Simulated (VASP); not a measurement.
A run of VASP 6.6.1:

INCAR

```
PREC = Accurate
ENCUT = 520
EDIFF = 1E-7
ISMEAR = -1
SIGMA = 0.05
LREAL = F
LASPH = T
NELM = 80
ALGO = Normal
ISIF = 2
LWAVE = F
LCHARG = F
GGA = PS
NBANDS = 17
```

Contents of KPOINTS:

```
regular mesh
0
Gamma
  7 7 7
```

Contents of POSCAR:

```
PbSe
1.0
    3.7070692621      0.0000000000      0.0000000000
    0.0000000000      3.7070692621      0.0000000000
    0.0000000000      0.0000000000      3.7070692621
Pb Se
1 1
Direct
    0.0000000000      0.0000000000      0.0000000000
    0.5000000000      0.5000000000      0.5000000000
```

Potentials or basis: VASP PAW PBE potentials, release 64 (Pb_d, Se).

Launch:

```bash
$ cat potpaw_PBE.64/Pb_d/POTCAR potpaw_PBE.64/Se/POTCAR > POTCAR
$ mpirun -np 1 vasp_std > vasp.out
```

Hardware: 1 thread of Intel(R) Xeon(R) Platinum 8259CL CPU @ 2.50GHz (Skylake/Cascade Lake) (shared host).

Q: How long does it take, and how much memory?

A: Wall time 13 s on 1 thread of Intel(R) Xeon(R) Platinum 8259CL CPU @ 2.50GHz (Skylake/Cascade Lake), with other jobs on the host, peak memory 0.16 GiB. Counts: scf iterations 12, k points 20.
